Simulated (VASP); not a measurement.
# Si (Fm-3m) in VASP: a series of runs

Si is run at these levels: PBE; tasks: single point, relaxation of cell and atoms.

Program: VASP 6.6.1. These are calculated values, not measurements. Logs are shortened: lines on timing, memory, paths and dates and some standing lists are left out, and cuts for length are marked.

### 1 The cell of the first run

Symmetry: Fm-3m, No. 225, cubic system. Conventional cell: a = 3.467 Å, b = 3.467 Å, c = 3.467 Å, α = 90.00°, β = 90.00°, γ = 90.00°. Within 3.2 Å of Si (site symmetry m-3m) lie 12 Si at 2.45 Å.

This isn't the form of Si at room conditions, which is diamond.

### 2 Single point, PBE (10.42 Å³/atom)

Input file INCAR:

```
SYSTEM = Si
PREC = Accurate ; ENCUT = 500
EDIFF = 1E-6 ; ISMEAR = -1
SIGMA = 0.1 ; LREAL = .False.
LASPH = .True. ; NELM = 120
ALGO = Normal ; ISIF = 2
LWAVE = .False. ; LCHARG = .False.
GGA = PE ; NBANDS = 8
GGA_COMPAT = .False.
```

Input file KPOINTS:

```
regular mesh
0
Gamma
  18 18 18
  0 0 0
```

Input file POSCAR:

```
Si
1.0
    0.0000000000      1.7334566104      1.7334566104
    1.7334566104      0.0000000000      1.7334566104
    1.7334566104      1.7334566104      0.0000000000
Si
1
Direct
    0.0000000000      0.0000000000      0.0000000000
```

Potentials or basis: VASP PAW PBE potentials, release 64 (Si).

On the command line:

```
$ cat potpaw_PBE.64/Si/POTCAR > POTCAR
$ mpirun -np 1 vasp_std > vasp.out
```

OUTCAR:

```text
SYSTEM = Si
   PREC = Accurate
   ENCUT = 500
   EDIFF = 1E-6
   ISMEAR = -1
   LREAL = .False.
   LASPH = .True.
   NELM = 120
   ISIF = 2
   GGA = PE

 ion  position               nearest neighbor table
   1  0.000  0.000  0.000-

  LATTYP: Found a face centered cubic cell.
 ALAT       =     3.4669132208

  Lattice vectors:

 A1 = (   0.0000000000,   1.7334566104,   1.7334566104)
 A2 = (   1.7334566104,   0.0000000000,   1.7334566104)
 A3 = (   1.7334566104,   1.7334566104,   0.0000000000)

Analysis of symmetry for initial positions (statically):
=====================================================================
 Subroutine PRICEL returns:
 Original cell was already a primitive cell.

 Routine SETGRP: Setting up the symmetry group for a
 face centered cubic supercell.

 Subroutine GETGRP returns: Found 48 space group operations
 (whereof 48 operations were pure point group operations)
 out of a pool of 48 trial point group operations.

The static configuration has the point symmetry O_h .

Analysis of symmetry for dynamics (positions and initial velocities):
=====================================================================
 Subroutine PRICEL returns:
 Original cell was already a primitive cell.

 Routine SETGRP: Setting up the symmetry group for a
 face centered cubic supercell.

 Subroutine GETGRP returns: Found 48 space group operations
 (whereof 48 operations were pure point group operations)
 out of a pool of 48 trial point group operations.

The dynamic configuration has the point symmetry O_h .

 Subroutine INISYM returns: Found 48 space group operations
 (whereof 48 operations are pure point group operations),
 and found     1 'primitive' translations

----------------------------------------------------------------------------------------

                                     Primitive cell

  volume of cell :      10.4176

  direct lattice vectors                    reciprocal lattice vectors
     0.000000000  1.733456610  1.733456610    -0.288441024  0.288441024  0.288441024
     1.733456610  0.000000000  1.733456610     0.288441024 -0.288441024  0.288441024
     1.733456610  1.733456610  0.000000000     0.288441024  0.288441024 -0.288441024

  length of vectors
     2.451477848  2.451477848  2.451477848     0.499594509  0.499594509  0.499594509

  position of ions in fractional coordinates (direct lattice)
     0.000000000  0.000000000  0.000000000

  ion indices of the primitive-cell ions
   primitive index   ion index
                 1           1

----------------------------------------------------------------------------------------

 KPOINTS: regular mesh

Automatic generation of k-mesh.
 Grid dimensions read from file:
 generate k-points for:   18   18   18

 Generating k-lattice:

  Cartesian coordinates                     Fractional coordinates (reciprocal lattice)
    -0.016024501  0.016024501  0.016024501     0.055555556  0.000000000  0.000000000
     0.016024501 -0.016024501  0.016024501     0.000000000  0.055555556  0.000000000
     0.016024501  0.016024501 -0.016024501     0.000000000  0.000000000  0.055555556

  Length of vectors
     0.027755250  0.027755250  0.027755250

  Shift w.r.t. Gamma in fractional coordinates (k-lattice)
     0.000000000  0.000000000  0.000000000

 Subroutine IBZKPT returns following result:
 ===========================================

 Found    195 irreducible k-points:

 Following reciprocal coordinates:
            Coordinates               Weight
  0.000000  0.000000  0.000000      1.000000
  0.055556  0.000000  0.000000      8.000000
  0.111111  0.000000  0.000000      8.000000
  0.166667  0.000000  0.000000      8.000000
  0.222222  0.000000  0.000000      8.000000
  0.277778  0.000000  0.000000      8.000000
[... 16 lines left out ...]
 -0.277778  0.055556  0.000000     24.000000
 -0.222222  0.055556  0.000000     24.000000
 [... further k-points ...]
   k-points           NKPTS =    195   k-points in BZ     NKDIM =    195   number of bands    NBANDS=      8
   number of dos      NEDOS =    301   number of ions     NIONS =      1
   total plane-waves  NPLWV =   5832
   dimension x,y,z NGX =    18 NGY =   18 NGZ =   18
   dimension x,y,z NGXF=    36 NGYF=   36 NGZF=   36
   ions per type =               1
   NGX,Y,Z   is equivalent  to a cutoff of  12.21, 12.21, 12.21 a.u.
   NGXF,Y,Z  is equivalent  to a cutoff of  24.41, 24.41, 24.41 a.u.
 SYSTEM =  Si
   PREC   = accura    normal or accurate (medium, high low for compatibility)
   ISTART =      0    job   : 0-new  1-cont  2-samecut
   ICHARG =      2    charge: 1-file 2-atom 10-const
   ISPIN  =      1    spin polarized calculation?
   LNONCOLLINEAR =      F non collinear calculations
   LSORBIT =      F    spin-orbit coupling
   LASPH  =      T    aspherical Exc in radial PAW
   ENCUT  =  500.0 eV  36.75 Ry    6.06 a.u.   4.47  4.47  4.47*2*pi/ulx,y,z
   NELM   =    120;   NELMIN=  2; NELMDL= -5     # of ELM steps
   EDIFF  = 0.1E-05   stopping-criterion for ELM
   LREAL  =      F    real-space projection
   EDIFFG = 0.1E-04   stopping-criterion for IOM
   NSW    =      0    number of steps for IOM
   IBRION =     -1    ionic relax: 0-MD 1-quasi-New 2-CG
   NFREE  =      0    steps in history (QN), initial steepest desc. (CG)
   ISIF   =      2    stress and relaxation
   ISYM   =      2    0-nonsym 1-usesym 2-fastsym
   POTIM  = 0.5000    time-step for ionic-motion
   TEBEG  =    0.0;   TEEND  =   0.0 temperature during run
   PSTRESS=    0.0 pullay stress
   NELECT =       4.0000    total number of electrons
   NUPDOWN=      -1.0000    fix difference up-down
   EMIN   =  10.00;   EMAX   =-10.00  energy-range for DOS
   EFERMI =   0.00;   METHOD = LEGACY
   ISMEAR =    -1;   SIGMA  =   0.10  broadening in eV -4-tet -1-fermi 0-gaus
   EFERMI_NEDOS =   21; number of points for ismear=-14 and -15
   IALGO  =     38    algorithm
   IMIX   =      4    mixing-type and parameters
     AMIX     =   0.40;   BMIX     =  1.00
     AMIX_MAG =   1.60;   BMIX_MAG =  1.00
  volume/ion in A,a.u.               =      10.42        70.30
  Fermi-wavevector in a.u.,A,eV,Ry     =   1.189886  2.248558 19.263504  1.415828
  Thomas-Fermi vector in A             =   2.325983
   LORBIT       =      0    0 simple, 1 ext, 2 COOP (PROOUT), +10 PAW based schemes
   GGA     = PE    functional components
   LHFCALC =     F    Hartree Fock is set to
   AEXX    =    0.0000 exact exchange contribution
   IVDW    =     0    specifies the selected vdW correction
   LEPSILON=     F    determine dielectric tensor
   LRPA    =     F    only Hartree local field effects (RPA)
 non-spin polarized calculation
  energy-cutoff  :      500.00
  volume of cell :       10.42
 maximum number of plane-waves:       280
 NGX is ok and might be reduce to    18
   NGX =  9   NGY =  9   NGZ =  9

 number of electron       4.0000000 magnetization

 Free energy of the ion-electron system (eV)
  ---------------------------------------------------
  ext. energy  EPLUGINS =         0.00000000
  ---------------------------------------------------
  free energy    TOTEN  =        -4.37198460 eV

  energy without entropy =       -4.36039634  energy(sigma->0) =       -4.36619047

 E-fermi :  15.2346     XC(G=0): -12.5743

 val. band max:       15.2177628418   @ k =   0.5000   0.3889   0.1111
 cond. band min:      15.2407799260   @ k =  -0.4444   0.4444   0.0556
 fundamental gap:      0.0230170842
 Fermi energy:        15.2345595524

 k-point     1 :       0.0000    0.0000    0.0000
  band No.  band energies     occupation
      1      -2.7394      2.00000
      2      28.4080      0.00000
      3      28.4080      0.00000
      4      28.4080      0.00000
      5      30.8442      0.00000
      6      30.8442      0.00000
      7      30.8442      0.00000
      8      34.5417      0.00000

 k-point     2 :       0.0556    0.0000    0.0000
  band No.  band energies     occupation
      1      -2.6276      2.00000
      2      26.5794      0.00000
      3      28.0758      0.00000
      4      28.0758      0.00000
      5      31.3451      0.00000
      6      31.3451      0.00000
      7      31.6016      0.00000
      8      35.5803      0.00000

 k-point     3 :       0.1111    0.0000    0.0000
  band No.  band energies     occupation
      1      -2.2926      2.00000
      2      23.7193      0.00000
      3      27.4752      0.00000
      4      27.4752      0.00000
      5      31.8458      0.00000
      6      32.4060      0.00000
      7      32.4060      0.00000
      8      35.4530      0.00000

 k-point     4 :       0.1667    0.0000    0.0000
  band No.  band energies     occupation
      1      -1.7357      2.00000
      2      20.7969      0.00000
      3      26.9285      0.00000
      4      26.9285      0.00000
      5      31.7348      0.00000
      6      33.0786      0.00000
      7      33.0786      0.00000
      8      34.7509      0.00000

 k-point     5 :       0.2222    0.0000    0.0000
  band No.  band energies     occupation
      1      -0.9592      2.00000
      2      17.9581      0.00000
      3      26.5210      0.00000
      4      26.5210      0.00000
      5      31.5793      0.00000
      6      32.0515      0.00000
      7      32.0515      0.00000
      8      35.9991      0.00000
[... 177 lines left out ...]
 k-point    22 :      -0.3333    0.0556    0.0000
  band No.  band energies     occupation
      1       1.7843      2.00000
      2      11.9779      2.00000
      3      24.0772      0.00000
      4      27.8170      0.00000
      5      27.8297      0.00000
      6      29.8607      0.00000
      7      32.3534      0.00000
      8      36.2213      0.00000

 k-point    23 :      -0.2778    0.0556    0.0000
  band No.  band energies     occupation
      1       0.5098      2.00000
      2      14.4656      1.99909
      3      24.0976      0.00000
      4      27.8185      0.00000
      5      28.9672      0.00000
      6      30.9921      0.00000
      7      32.2427      0.00000
      8      37.0805      0.00000

 k-point    24 :      -0.2222    0.0556    0.0000
  band No.  band energies     occupation
      1      -0.5539      2.00000
      2      17.1116      0.00000
      3      24.3045      0.00000
      4      27.9799      0.00000
      5      30.2598      0.00000
      6      32.1437      0.00000
      7      32.3779      0.00000
      8      35.1862      0.00000

 [... further k-points ...]

------------------------ aborting loop because EDIFF is reached ----------------------------------------

  FORCE on cell =-STRESS in cart. coord.  units (eV):
  Direction    XX          YY          ZZ          XY          YZ          ZX
  --------------------------------------------------------------------------------------
  -------------------------------------------------------------------------------------
  Total        3.5686016      3.5686016      3.5686016      0.0000000      0.0000000     -0.0000000
  in kB      548.8323747    548.8323747    548.8323747      0.0000000      0.0000000     -0.0000000
  external PRESSURE =     548.8323747 kB  Pullay stress =       0.0000000 kB

 VOLUME and BASIS-vectors are now :
 -----------------------------------------------------------------------------
  energy-cutoff  :      500.00
  volume of cell :       10.42
      direct lattice vectors                 reciprocal lattice vectors
     0.000000000  1.733456610  1.733456610    -0.288441024  0.288441024  0.288441024
     1.733456610  0.000000000  1.733456610     0.288441024 -0.288441024  0.288441024
     1.733456610  1.733456610  0.000000000     0.288441024  0.288441024 -0.288441024

 POSITION                                       TOTAL-FORCE (eV/Angst)
 -----------------------------------------------------------------------------------
      0.00000      0.00000      0.00000         0.000000      0.000000      0.000000
 -----------------------------------------------------------------------------------
    total drift:                                0.000000     -0.000000     -0.000000

  FREE ENERGIE OF THE ION-ELECTRON SYSTEM (eV)
  ---------------------------------------------------
  free  energy   TOTEN  =        -4.3719846000 eV

  energy  without entropy=       -4.3603963424  energy(sigma->0) =       -4.36619047
```

Wall time 24 s (1 thread of Intel Xeon 8259CL, shared host); peak memory 0.12 GiB.

What came out:

```
Free energy            : -4.3720 eV
Pressure               : 54.9 GPa
Band gap on the k mesh : zero (bands 2 and 3 overlap by 16.60 eV)
```

Caveat: the cell stands under pressure.

(Part 1 of 2 ends here.)
